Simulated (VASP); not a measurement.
The system is Cu.

```
Cu
1.0
     2.53410    0.00000    0.00000
    -1.26705    2.19459    0.00000
     0.00000    0.00000    4.11257
Cu
2
Direct
  0.33333 0.66667 0.25000
  0.66667 0.33333 0.75000
```

Base run:

- Program: VASP 6.6.1
- Functional: LDA
- Potentials or basis: VASP PAW LDA potentials, release 64 (Cu)
- Cutoff: 520 eV
- k mesh: 9 × 9 × 5
- Occupations: methfessel-paxton, width 0.15 eV
- Spin: no spin polarisation

Its results: band gap on the k mesh zero (band 11 reaches 11.74 eV, above the bottom of band 12 at 5.83 eV); pressure -7.0 GPa.

The run is repeated on the same cell with these changes: k mesh from 9 × 9 × 5 to 7 × 7 × 4. What comes out?

Band gap on the k mesh zero (band 11 reaches 10.21 eV, above the bottom of band 12 at 5.71 eV); pressure -7.5 GPa.

Caveats: some runs use coarse meshes.
